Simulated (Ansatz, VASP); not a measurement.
**Hf in VASP and in Ansatz**

Contents of INCAR:

```
PREC = Accurate ; ENCUT = 600
EDIFF = 1E-7 ; ISMEAR = 0
SIGMA = 0.1 ; LREAL = F
LASPH = T ; NELM = 100
ALGO = Normal ; ISIF = 3
LWAVE = F ; LCHARG = F
GGA = PE ; IVDW = 12
IBRION = 2 ; NSW = 100
EDIFFG = -0.005
```

KPOINTS

```
Automatic mesh
0
Gamma
  15 15 8
```

The input POSCAR:

```
Hf
1.0
    3.1923846315      0.0000000000      0.0000000000
   -1.5961923157      2.7646861895      0.0000000000
    0.0000000000      0.0000000000      5.0450416400
Hf
2
Direct
    0.3333333300      0.6666666700      0.2500000000
    0.6666666700      0.3333333300      0.7500000000
```

Input for Ansatz:

```yaml
crystal:
  lattice:
    - [3.1923846315, 0.0, 0.0]
    - [-1.5961923157, 2.7646861895, 0.0]
    - [0.0, 0.0, 5.04504164]
  atoms:
    - { symbol: Hf, position: [0.33333333, 0.66666667, 0.25] }
    - { symbol: Hf, position: [0.66666667, 0.33333333, 0.75] }
basis:
  ecutwfc: 420
kpoints:
  mp_grid: { grid: [15, 15, 8] }
hamiltonian:
  xc: pbe
  dispersion: d3bj
scf:
  occupations: { method: gaussian, width: 0.1 }
output:
  forces: true
  stress: true
  eigenvalues: true
relax:
  adjacent_minimum: "off"
  f_tol: 0.005
  max_steps: 80
  cell: { stress_tol: 0.05 }
```

Alike in both runs: task relaxation of cell and atoms; functional PBE; dispersion D3(BJ); k mesh 15 × 15 × 8; occupations gaussian, width 0.1 eV; no spin polarisation.

```csv
,VASP,Ansatz
version,VASP 6.6.1,Ansatz 0.2.0
potentials or method,"VASP PAW PBE potentials, release 64 (Hf_pv), cutoff 600 eV","scalar-relativistic, plane waves, PAW"
valence electrons in the cell,20,52
```

|  | VASP | Ansatz | Ansatz less VASP |
| --- | --- | --- | --- |
| gap on the k mesh at the Fermi level, each at its own relaxed structure (eV) | none | none | - |
| relaxed volume (Å³/atom) | 21.76 | 21.85 | +0.082 |
| relaxed cell length with the largest relative difference (Å) | 5.007 | 5.017 | +0.0098 |

A gap of «none» marks a metal or a gap that the smearing closes. VASP's potentials hold 20 valence electrons a cell and Ansatz's 52, so a difference there can come from the potentials and not from the codes.

Spin-orbit coupling is off throughout.
